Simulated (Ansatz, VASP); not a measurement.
## AlN: VASP beside Ansatz

The input INCAR:

```
SYSTEM = AlN
ALGO = Normal
EDIFF = 1E-7
ENCUT = 520
GGA = PS
ISIF = 2
ISMEAR = 0
LASPH = .True.
LCHARG = .False.
LREAL = .False.
LWAVE = .False.
NBANDS = 26
NELM = 100
PREC = Accurate
SIGMA = 0.05
```

Contents of KPOINTS:

```
k-points
0
Gamma
  8 8 3
  0 0 0
```

File POSCAR:

```
AlN
1.0
   -3.1135599822      0.0000000000      0.0000000000
   -1.5567799911     -2.6964220408      0.0000000000
   -0.5189266637     -0.8988073469     13.1667009506
Al N
4 4
Direct
    0.3333333333      0.1051078155      0.6846765534
    0.3333333333      0.2312682586      0.3061952243
    0.6666666667      0.6276818134      0.1169545598
    0.6666666667      0.5015213704      0.4954358889
    0.3333333333      0.3092379651      0.0722861048
    0.3333333333      0.1830775221      0.4507674338
    0.6666666667      0.5794910769      0.2615267693
    0.6666666667      0.4533306339      0.6400080984
```

Input for Ansatz:

```yaml
crystal:
  lattice:
    - [-3.1135599822, 0.0, 0.0]
    - [-1.5567799911, -2.6964220408, 0.0]
    - [-0.5189266637, -0.8988073469, 13.1667009506]
  atoms:
    - { symbol: Al, position: [0.3333333333, 0.1051078155, 0.6846765534] }
    - { symbol: Al, position: [0.3333333333, 0.2312682586, 0.3061952243] }
    - { symbol: Al, position: [0.6666666667, 0.6276818134, 0.1169545598] }
    - { symbol: Al, position: [0.6666666667, 0.5015213704, 0.4954358889] }
    - { symbol: "N", position: [0.3333333333, 0.3092379651, 0.0722861048] }
    - { symbol: "N", position: [0.3333333333, 0.1830775221, 0.4507674338] }
    - { symbol: "N", position: [0.6666666667, 0.5794910769, 0.2615267693] }
    - { symbol: "N", position: [0.6666666667, 0.4533306339, 0.6400080984] }
basis:
  ecutwfc: 520.0
kpoints:
  mp_grid: { grid: [8, 8, 3] }
hamiltonian:
  xc: pbesol
  pseudopotentials: { kind: paw, azcp: { folder: soft_1 } }
scf:
  occupations: { method: gaussian, width: 0.05 }
output:
  forces: true
  stress: true
  eigenvalues: true
```

Alike in both runs: task single point; functional PBEsol; k mesh 8 × 8 × 3; occupations gaussian, width 0.05 eV; no spin polarisation.

|  | VASP | Ansatz |
| --- | --- | --- |
| version | VASP 6.6.1 | Ansatz 0.2.0 |
| potentials or method | VASP PAW PBE potentials, release 64 (Al, N), cutoff 520 eV | scalar-relativistic, plane waves, PAW |
| valence electrons in the cell | 32 | 32 |

Ansatz gave:

```
gap on the k mesh at the Fermi level (eV)                     : none
pressure (GPa)                                                : -1.2
traceless stress, the component that is largest in VASP (GPa) : 1.03
rms of the force components (eV/Å)                            : 0.781
```

Task: What did VASP give for the same quantities?

Result: gap on the k mesh at the Fermi level (eV): none; pressure (GPa): -1.2; traceless stress, the component that is largest in VASP (GPa): 0.93; rms of the force components (eV/Å): 0.778.

VASP's potentials were made for PBE, not for PBEsol, and Ansatz warns of the same on its side. Atom by atom the forces differ by 0.004 eV/Å (rms over components). A gap of «none» marks a metal or a gap that the smearing closes.
